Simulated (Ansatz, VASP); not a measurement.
Hf in VASP and in Ansatz

```
CELL_PARAMETERS angstrom
-1.71262 1.71262 1.71262
1.71262 -1.71262 1.71262
1.71262 1.71262 -1.71262
ATOMIC_POSITIONS crystal
Hf 0.00000 0.00000 0.00000
```

Alike in both runs: task single point; functional revPBE; k mesh 14 × 14 × 14; occupations fermi-dirac, width 0.1 eV; no spin polarisation.

|  | VASP | Ansatz |
| --- | --- | --- |
| version | VASP 6.6.1 | Ansatz 0.2.0 |
| potentials or method | VASP PAW PBE potentials, release 64 (Hf_pv), cutoff 520 eV | plane waves (420 eV) with PAW, scalar-relativistic |
| valence electrons in the cell | 10 | 26 |

```tsv
	VASP	Ansatz	Ansatz less VASP
pressure (GPa)	14.7	15.0	+0.35
```

VASP's potentials were made for PBE, not for revPBE. With one functional, cell and mesh, what is left measures potentials, basis and numerics. VASP's potentials hold 10 valence electrons a cell and Ansatz's 26, so a difference there can come from the potentials and not from the codes.

Neither program's run includes spin-orbit coupling.
